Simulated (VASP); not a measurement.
# AgBr (P2_1/m) in VASP: a series of runs, part 2 of 2

VASP 6.6.1. Earlier steps stand in the parts before.

### Step 4. Single point, PBE (26.42 Å³/atom)

This run uses another cell than the first one, of 26.42 Å³/atom.

The input, INCAR:

```
PREC     = Accurate       # precision mode
ENCUT    = 500            # plane-wave cutoff, eV
EDIFF    = 1E-6           # SCF threshold, eV
ISMEAR   = 0              # smearing method
SIGMA    = 0.01           # smearing width, eV
LREAL    = F              # projectors in reciprocal space
LASPH    = T              # aspherical terms in the spheres
NELM     = 120            # most SCF steps
ALGO     = Normal         # electronic algorithm
ISIF     = 2              # what is computed and relaxed
LWAVE    = F              # write WAVECAR
LCHARG   = F              # write CHGCAR
GGA      = PE             # functional
NBANDS   = 26             # bands
GGA_COMPAT= F
```

The input, KPOINTS:

```
Automatic mesh
0
Gamma
  6 6 4
```

The input, POSCAR:

```
AgBr
1.0
    4.2135168619      0.0000000000      0.0430729392
    0.0000000000      4.2128125909      0.0000000000
   -0.0588312474      0.0000000000      5.9538989863
Ag Br
2 2
Direct
    0.7498190468      0.7500000000      0.7499454562
    0.2501809532      0.2500000000      0.2500545438
    0.2497690821      0.2500000000      0.7500045594
    0.7502309179      0.7500000000      0.2499954406
```

Potentials or basis: VASP PAW PBE potentials, release 64 (Ag, Br).

The run is started by

```sh
cat potpaw_PBE.64/Ag/POTCAR potpaw_PBE.64/Br/POTCAR > POTCAR
mpirun -np 1 vasp_std > vasp.out
```

OUTCAR:

```text
PREC = Accurate
   ENCUT = 500
   EDIFF = 1E-6
   ISMEAR = 0
   LREAL = F
   LASPH = T
   NELM = 120
   ISIF = 2
   GGA = PE

 ion  position               nearest neighbor table
   1  0.750  0.750  0.750-   4 2.98   4 2.98   3 2.98   3 2.98   3 2.98   3 2.98
   2  0.250  0.250  0.250-   3 2.98   3 2.98   4 2.98   4 2.98   4 2.98   4 2.98
   3  0.250  0.250  0.750-   2 2.98   2 2.98   1 2.98   1 2.98   1 2.98   1 2.98
   4  0.750  0.750  0.250-   1 2.98   1 2.98   2 2.98   2 2.98   2 2.98   2 2.98

  LATTYP: Found a simple monoclinic cell.
 ALAT       =     4.2137370141
 B/A-ratio  =     0.9997806168
 C/A-ratio  =     1.4130425366
 COS(beta)  =    -0.0003413984

  Lattice vectors:

 A1 = (   4.2135168619,   0.0000000000,   0.0430729392)
 A2 = (   0.0000000000,  -4.2128125909,   0.0000000000)
 A3 = (   0.0588312474,   0.0000000000,  -5.9538989863)

Analysis of symmetry for initial positions (statically):
=====================================================================
 Subroutine PRICEL returns:
 Original cell was already a primitive cell.

 Routine SETGRP: Setting up the symmetry group for a
 simple monoclinic supercell.

 Subroutine GETGRP returns: Found  4 space group operations
 (whereof  2 operations were pure point group operations)
 out of a pool of  4 trial point group operations.

The static configuration has the point symmetry S_2 .
 The point group associated with its full space group is C_2h.

Analysis of symmetry for dynamics (positions and initial velocities):
=====================================================================
 Subroutine PRICEL returns:
 Original cell was already a primitive cell.

 Routine SETGRP: Setting up the symmetry group for a
 simple monoclinic supercell.

 Subroutine GETGRP returns: Found  4 space group operations
 (whereof  2 operations were pure point group operations)
 out of a pool of  4 trial point group operations.

The dynamic configuration has the point symmetry S_2 .
 The point group associated with its full space group is C_2h.

 Subroutine INISYM returns: Found  4 space group operations
 (whereof  2 operations are pure point group operations),
 and found     1 'primitive' translations

----------------------------------------------------------------------------------------

                                     Primitive cell

  volume of cell :     105.6969

  direct lattice vectors                    reciprocal lattice vectors
     4.213516862  0.000000000  0.043072939     0.237307464  0.000000000  0.002344866
     0.000000000  4.212812591  0.000000000     0.000000000  0.237371110  0.000000000
    -0.058831247  0.000000000  5.953898986    -0.001716779  0.000000000  0.167940202

  length of vectors
     4.213737014  4.212812591  5.954189639     0.237319048  0.237371110  0.167948977

  position of ions in fractional coordinates (direct lattice)
     0.749819047  0.750000000  0.749945456
     0.250180953  0.250000000  0.250054544
     0.249769082  0.250000000  0.750004559
     0.750230918  0.750000000  0.249995441

  ion indices of the primitive-cell ions
   primitive index   ion index
                 1           1
                 2           2
                 3           3
                 4           4

----------------------------------------------------------------------------------------

 KPOINTS: Automatic mesh

Automatic generation of k-mesh.
 Grid dimensions read from file:
 generate k-points for:    6    6    4

 Generating k-lattice:

  Cartesian coordinates                     Fractional coordinates (reciprocal lattice)
     0.039551244  0.000000000  0.000390811     0.166666667  0.000000000  0.000000000
     0.000000000  0.039561852  0.000000000     0.000000000  0.166666667  0.000000000
    -0.000429195  0.000000000  0.041985051    -0.000000000  0.000000000  0.250000000

  Length of vectors
     0.039553175  0.039561852  0.041987244

  Shift w.r.t. Gamma in fractional coordinates (k-lattice)
     0.000000000  0.000000000  0.000000000

 Subroutine IBZKPT returns following result:
 ===========================================

 Found     56 irreducible k-points:

 Following reciprocal coordinates:
            Coordinates               Weight
  0.000000  0.000000  0.000000      1.000000
  0.166667  0.000000  0.000000      2.000000
  0.333333  0.000000 -0.000000      2.000000
  0.500000  0.000000  0.000000      1.000000
  0.000000  0.166667  0.000000      2.000000
  0.166667  0.166667  0.000000      4.000000
[... 16 lines left out ...]
 -0.000000  0.166667  0.250000      4.000000
  0.166667  0.166667  0.250000      4.000000
 [... further k-points ...]
   k-points           NKPTS =     56   k-points in BZ     NKDIM =     56   number of bands    NBANDS=     26
   number of dos      NEDOS =    301   number of ions     NIONS =      4
   total plane-waves  NPLWV =  49152
   dimension x,y,z NGX =    32 NGY =   32 NGZ =   48
   dimension x,y,z NGXF=    64 NGYF=   64 NGZF=   96
   ions per type =               2   2
   NGX,Y,Z   is equivalent  to a cutoff of  12.63, 12.63, 13.40 a.u.
   NGXF,Y,Z  is equivalent  to a cutoff of  25.25, 25.26, 26.80 a.u.
 SYSTEM =  unknown system
   PREC   = accura    normal or accurate (medium, high low for compatibility)
   ISTART =      0    job   : 0-new  1-cont  2-samecut
   ICHARG =      2    charge: 1-file 2-atom 10-const
   ISPIN  =      1    spin polarized calculation?
   LNONCOLLINEAR =      F non collinear calculations
   LSORBIT =      F    spin-orbit coupling
   LASPH  =      T    aspherical Exc in radial PAW
   ENCUT  =  500.0 eV  36.75 Ry    6.06 a.u.   7.68  7.68 10.86*2*pi/ulx,y,z
   NELM   =    120;   NELMIN=  2; NELMDL= -5     # of ELM steps
   EDIFF  = 0.1E-05   stopping-criterion for ELM
   LREAL  =      F    real-space projection
   EDIFFG = 0.1E-04   stopping-criterion for IOM
   NSW    =      0    number of steps for IOM
   IBRION =     -1    ionic relax: 0-MD 1-quasi-New 2-CG
   NFREE  =      0    steps in history (QN), initial steepest desc. (CG)
   ISIF   =      2    stress and relaxation
   ISYM   =      2    0-nonsym 1-usesym 2-fastsym
   POTIM  = 0.5000    time-step for ionic-motion
   TEBEG  =    0.0;   TEEND  =   0.0 temperature during run
   PSTRESS=    0.0 pullay stress
   NELECT =      36.0000    total number of electrons
   NUPDOWN=      -1.0000    fix difference up-down
   EMIN   =  10.00;   EMAX   =-10.00  energy-range for DOS
   EFERMI =   0.00;   METHOD = LEGACY
   ISMEAR =     0;   SIGMA  =   0.01  broadening in eV -4-tet -1-fermi 0-gaus
   EFERMI_NEDOS =   21; number of points for ismear=-14 and -15
   IALGO  =     38    algorithm
   IMIX   =      4    mixing-type and parameters
     AMIX     =   0.40;   BMIX     =  1.00
     AMIX_MAG =   1.60;   BMIX_MAG =  1.00
  volume/ion in A,a.u.               =      26.42       178.32
  Fermi-wavevector in a.u.,A,eV,Ry     =   1.143286  2.160497 17.784218  1.307103
  Thomas-Fermi vector in A             =   2.279982
   LORBIT       =      0    0 simple, 1 ext, 2 COOP (PROOUT), +10 PAW based schemes
   GGA     = PE    functional components
   LHFCALC =     F    Hartree Fock is set to
   AEXX    =    0.0000 exact exchange contribution
   IVDW    =     0    specifies the selected vdW correction
   LEPSILON=     F    determine dielectric tensor
   LRPA    =     F    only Hartree local field effects (RPA)
 non-spin polarized calculation
 Gauss-broadening in eV      SIGMA  =   0.01
  energy-cutoff  :      500.00
  volume of cell :      105.70
 maximum number of plane-waves:      2705
   NGX = 15   NGY = 15   NGZ = 21

 number of electron      36.0000011 magnetization

 Free energy of the ion-electron system (eV)
  ---------------------------------------------------
  ext. energy  EPLUGINS =         0.00000000
  ---------------------------------------------------
  free energy    TOTEN  =        -9.96021388 eV

  energy without entropy =       -9.96021388  energy(sigma->0) =       -9.96021388

 E-fermi :   2.4256     XC(G=0):  -9.3021

 val. band max:        2.3371105987   @ k =   0.5000   0.0000   0.5000
 cond. band min:       3.0525994202   @ k =   0.0000   0.0000   0.0000
 fundamental gap:      0.7154888215
 Fermi energy:         2.4255938911

 k-point     1 :       0.0000    0.0000    0.0000
  band No.  band energies     occupation
      1     -12.0767      2.00000
      2     -11.7294      2.00000
      3      -1.1680      2.00000
      4      -0.2408      2.00000
      5      -0.0430      2.00000
      6      -0.0427      2.00000
[... 18 lines left out ...]
     25      12.2777      0.00000
     26      12.8505      0.00000
[... 644 lines left out ...]
      4      -1.1310      2.00000
      5      -0.9851      2.00000
      6      -0.7912      2.00000
[... 18 lines left out ...]
     25      10.8274      0.00000
     26      10.9466      0.00000

 [... further k-points ...]
[... 5 lines left out ...]
  --------------------------------------------------------------------------------------
  -------------------------------------------------------------------------------------
  Total       -1.3087316     -1.3063388     -1.3118776      0.0000000      0.0000000     -0.0017905
  in kB      -19.8380493    -19.8017787    -19.8857370      0.0000000      0.0000000     -0.0271409
  external PRESSURE =     -19.8418550 kB  Pullay stress =       0.0000000 kB

 VOLUME and BASIS-vectors are now :
 -----------------------------------------------------------------------------
  energy-cutoff  :      500.00
  volume of cell :      105.70
      direct lattice vectors                 reciprocal lattice vectors
     4.213516862  0.000000000  0.043072939     0.237307464  0.000000000  0.002344866
     0.000000000  4.212812591  0.000000000     0.000000000  0.237371110  0.000000000
    -0.058831247  0.000000000  5.953898986    -0.001716779  0.000000000  0.167940202

 POSITION                                       TOTAL-FORCE (eV/Angst)
 -----------------------------------------------------------------------------------
      3.11525      3.15961      4.49740        -0.000017      0.000000      0.000240
      1.03943      1.05320      1.49958         0.000017      0.000000     -0.000240
      1.00828      1.05320      4.47621         0.001016     -0.000000      0.000095
      3.14640      3.15961      1.52076        -0.001016      0.000000     -0.000095
 -----------------------------------------------------------------------------------
    total drift:                               -0.000000      0.000000     -0.000000

  FREE ENERGIE OF THE ION-ELECTRON SYSTEM (eV)
  ---------------------------------------------------
  free  energy   TOTEN  =        -9.9602138831 eV

  energy  without entropy=       -9.9602138831  energy(sigma->0) =       -9.96021388
```

Wall time 1.7 min (1 thread of Intel Xeon Platinum 8259CL at 2.50GHz (Skylake/Cascade Lake), shared host); peak memory 0.29 GiB.

Results:

- Free energy: -9.9602 eV
- Pressure: -2.0 GPa
- Band gap on the k mesh: 0.72 eV

### Step 5. Summary

```tsv
cell	gap on the mesh (eV)	pressure (GPa)
a = 4.133, b = 4.132, c = 5.840 Å, 4 atoms	0.69	-0.1
a = 4.174, b = 4.173, c = 5.897 Å, 4 atoms	0.70	-1.1
a = 4.214, b = 4.213, c = 5.954 Å, 4 atoms	0.72	-2.0
```

Alike in all rows: task single point; level PBE; potentials or basis VASP PAW PBE potentials, release 64 (Ag, Br); no spin polarisation; k mesh 6 × 6 × 4; cutoff (eV) 500; smearing gaussian 0.01 eV.

Absolute energies hang on the potentials; compare differences alone.
